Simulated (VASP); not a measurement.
# GaN (Cm) in VASP: single point with PBE

Aim: the single point of GaN with PBE.

Program: VASP 6.6.1. These are calculated values, not measurements. Logs are shortened: lines on timing, memory, paths and dates and some standing lists are left out, and cuts for length are marked.

## 1. The cell of the first run

The structure is monoclinic, space group Cm (No. 8). The conventional cell has a = 5.520 Å, b = 3.187 Å, c = 3.187 Å, α = 90.00°, β = 125.26°, γ = 90.00°. Within 2.4 Å of Ga (site symmetry m) lie 4 N at 1.84 to 2.06 Å. N (site symmetry m) has 4 Ga at 1.84 to 2.06 Å within 2.4 Å.

## 2. Single point, PBE

Input file INCAR:

```
SYSTEM = GaN
PREC = Accurate
ENCUT = 520
EDIFF = 1E-7
ISMEAR = -5
SIGMA = 0.05
LREAL = .FALSE.
LASPH = .TRUE.
NELM = 60
ALGO = Normal
ISIF = 2
LWAVE = .FALSE.
LCHARG = .FALSE.
GGA = PE
NBANDS = 26
```

Input file KPOINTS:

```
regular mesh
0
G
  12 12 10
  0 0 0
```

Input file POSCAR:

```
GaN
1.0
    0.0000000000     -2.2535006075     -2.2535006075
   -2.2535006075      0.0000000000     -2.2535006075
    2.2535006075      2.2535006075     -4.5070012150
Ga N
2 2
Direct
    0.5035458382      0.5035458382      0.4964541618
    0.0035458382      0.0035458382     -0.0035458382
    0.3573497911      0.3573497911      0.8926502089
    0.8573497911      0.8573497911      0.3926502089
```

Potentials or basis: VASP PAW PBE potentials, release 64 (Ga_d, N).

Launch:

```
> cat potpaw_PBE.64/Ga_d/POTCAR potpaw_PBE.64/N/POTCAR > POTCAR
> mpirun -np 1 vasp_std > vasp.out
```

OUTCAR:

```text
SYSTEM = GaN
   PREC = Accurate
   ENCUT = 520
   EDIFF = 1E-7
   ISMEAR = -5
   LREAL = .FALSE.
   LASPH = .TRUE.
   NELM = 60
   ISIF = 2
   GGA = PE

 ion  position               nearest neighbor table
   1  0.504  0.504  0.496-   4 1.84   4 1.96   4 1.96   3 2.06
   2  0.004  0.004  0.996-   3 1.84   3 1.96   3 1.96   4 2.06
   3  0.357  0.357  0.893-   2 1.84   2 1.96   2 1.96   1 2.06
   4  0.857  0.857  0.393-   1 1.84   1 1.96   1 1.96   2 2.06

  LATTYP: Found a trigonal (rhomboedric) cell.
 ALAT       =     5.5199266234
 COS(alpha) =     0.8333333333

  Lattice vectors:

 A1 = (   2.2535006075,   4.5070012150,  -2.2535006075)
 A2 = (   4.5070012150,   2.2535006075,  -2.2535006075)
 A3 = (   2.2535006075,   2.2535006075,  -4.5070012150)

Analysis of symmetry for initial positions (statically):
=====================================================================
 Subroutine PRICEL returns following result:

  LATTYP: Found a face centered cubic cell.
 ALAT       =     4.5070012150

  Lattice vectors:

 A1 = (   0.0000000000,  -2.2535006075,   2.2535006075)
 A2 = (   2.2535006075,  -2.2535006075,   0.0000000000)
 A3 = (   2.2535006075,   0.0000000000,   2.2535006075)

   2 primitive cells build up your supercell.

 Routine SETGRP: Setting up the symmetry group for a
 trigonal (rhombohedral) supercell.

 Subroutine GETGRP returns: Found  2 space group operations
 (whereof  2 operations were pure point group operations)
 out of a pool of 12 trial point group operations.

The static configuration has the point symmetry C_1h.

Analysis of symmetry for dynamics (positions and initial velocities):
=====================================================================
 Subroutine PRICEL returns following result:

  LATTYP: Found a face centered cubic cell.
 ALAT       =     4.5070012150

  Lattice vectors:

 A1 = (   0.0000000000,  -2.2535006075,   2.2535006075)
 A2 = (   2.2535006075,  -2.2535006075,   0.0000000000)
 A3 = (   2.2535006075,   0.0000000000,   2.2535006075)

   2 primitive cells build up your supercell.

 Routine SETGRP: Setting up the symmetry group for a
 trigonal (rhombohedral) supercell.

 Subroutine GETGRP returns: Found  2 space group operations
 (whereof  2 operations were pure point group operations)
 out of a pool of 12 trial point group operations.

The dynamic configuration has the point symmetry C_1h.

[... 113 lines left out ...]
   PREC   = accura    normal or accurate (medium, high low for compatibility)
   ISTART =      0    job   : 0-new  1-cont  2-samecut
   ICHARG =      2    charge: 1-file 2-atom 10-const
   ISPIN  =      1    spin polarized calculation?
   LNONCOLLINEAR =      F non collinear calculations
   LSORBIT =      F    spin-orbit coupling
   LASPH  =      T    aspherical Exc in radial PAW
   ENCUT  =  520.0 eV  38.22 Ry    6.18 a.u.   5.93  5.93 10.26*2*pi/ulx,y,z
   NELM   =     60;   NELMIN=  2; NELMDL= -5     # of ELM steps
   EDIFF  = 0.1E-06   stopping-criterion for ELM
   LREAL  =      F    real-space projection
   EDIFFG = 0.1E-05   stopping-criterion for IOM
   NSW    =      0    number of steps for IOM
   IBRION =     -1    ionic relax: 0-MD 1-quasi-New 2-CG
   NFREE  =      0    steps in history (QN), initial steepest desc. (CG)
   ISIF   =      2    stress and relaxation
   ISYM   =      2    0-nonsym 1-usesym 2-fastsym
   POTIM  = 0.5000    time-step for ionic-motion
   TEBEG  =    0.0;   TEEND  =   0.0 temperature during run
   PSTRESS=    0.0 pullay stress
   NELECT =      36.0000    total number of electrons
   NUPDOWN=      -1.0000    fix difference up-down
   EMIN   =  10.00;   EMAX   =-10.00  energy-range for DOS
   EFERMI =   0.00;   METHOD = LEGACY
   ISMEAR =    -5;   SIGMA  =   0.05  broadening in eV -4-tet -1-fermi 0-gaus
   EFERMI_NEDOS =   21; number of points for ismear=-14 and -15
   IALGO  =     38    algorithm
   IMIX   =      4    mixing-type and parameters
     AMIX     =   0.40;   BMIX     =  1.00
     AMIX_MAG =   1.60;   BMIX_MAG =  1.00
  volume/ion in A,a.u.               =      11.44        77.23
  Fermi-wavevector in a.u.,A,eV,Ry     =   1.511117  2.855596 31.068543  2.283473
  Thomas-Fermi vector in A             =   2.621216
   LORBIT       =      0    0 simple, 1 ext, 2 COOP (PROOUT), +10 PAW based schemes
   GGA     = PE    functional components
   LHFCALC =     F    Hartree Fock is set to
   AEXX    =    0.0000 exact exchange contribution
   IVDW    =     0    specifies the selected vdW correction
   LEPSILON=     F    determine dielectric tensor
   LRPA    =     F    only Hartree local field effects (RPA)
 non-spin polarized calculation
 Fermi weights with tetrahedron method with Bloechl corrections
  energy-cutoff  :      520.00
  volume of cell :       45.78
 maximum number of plane-waves:      1248
   NGX = 11   NGY = 11   NGZ = 21

 number of electron      36.0000009 magnetization

 Free energy of the ion-electron system (eV)
  ---------------------------------------------------
  ext. energy  EPLUGINS =         0.00000000
  ---------------------------------------------------
  free energy    TOTEN  =       -24.05971817 eV

  energy without entropy =      -24.05971817  energy(sigma->0) =      -24.05971817

 E-fermi :   5.5233     XC(G=0): -11.6665

 val. band max:        5.4966557433   @ k =   0.0000   0.0000   0.0000
 cond. band min:       7.0111178909   @ k =   0.0000   0.0000   0.0000
 fundamental gap:      1.5144621476
 Fermi energy:         5.5233209397

 k-point     1 :       0.0000    0.0000    0.0000
  band No.  band energies     occupation
      1     -10.7185      2.00000
      2      -9.8689      2.00000
      3      -8.2183      2.00000
      4      -8.1865      2.00000
      5      -8.1444      2.00000
      6      -8.1309      2.00000
[... 685 lines left out ...]
     25      17.3578      0.00000
     26      17.5579      0.00000

 [... further k-points ...]
[... 5 lines left out ...]
  --------------------------------------------------------------------------------------
  -------------------------------------------------------------------------------------
  Total        1.8360977      1.8360977      2.2111185      0.6736258      1.6924248      1.6924245
  in kB       64.2648269     64.2648269     77.3908423     23.5774194     59.2361663     59.2361544
  external PRESSURE =      68.6401654 kB  Pullay stress =       0.0000000 kB

 VOLUME and BASIS-vectors are now :
 -----------------------------------------------------------------------------
  energy-cutoff  :      520.00
  volume of cell :       45.78
      direct lattice vectors                 reciprocal lattice vectors
     0.000000000 -2.253500607 -2.253500607     0.110938510 -0.332815530 -0.110938510
    -2.253500607  0.000000000 -2.253500607    -0.332815530  0.110938510 -0.110938510
     2.253500607  2.253500607 -4.507001215     0.110938510  0.110938510 -0.110938510

 POSITION                                       TOTAL-FORCE (eV/Angst)
 -----------------------------------------------------------------------------------
     -0.01598     -0.01598     -4.50700         1.205336      1.205336      0.494389
      2.23752      2.23752     -4.50700         1.205336      1.205336      0.494389
      1.20630      1.20630     -5.63375        -1.205336     -1.205336     -0.494389
     -1.04720     -1.04720     -5.63375        -1.205336     -1.205336     -0.494389
 -----------------------------------------------------------------------------------
    total drift:                                0.000443      0.000443      0.000549

  FREE ENERGIE OF THE ION-ELECTRON SYSTEM (eV)
  ---------------------------------------------------
  free  energy   TOTEN  =       -24.0597181734 eV

  energy  without entropy=      -24.0597181734  energy(sigma->0) =      -24.05971817
```

It took 6.7 min on 1 thread of Oxide Virtual Turin-like, shared host; peak memory 0.44 GiB.

What came out:

```yaml
Free_energy: -24.0597 eV
Pressure: 6.9 GPa
Largest_force: 1.775 eV/Å
Band_gap_on_the_k_mesh: 1.51 eV
```

Forces in eV/Å, atoms in the order of the input:
```
Ga   1.205  1.205  0.494
Ga   1.205  1.205  0.494
N   -1.205 -1.205 -0.494
N   -1.205 -1.205 -0.494
```

Caveat: the cell stands under pressure; forces of over 1 eV/Å act on the atoms, so gaps and moduli don't describe the material at rest.
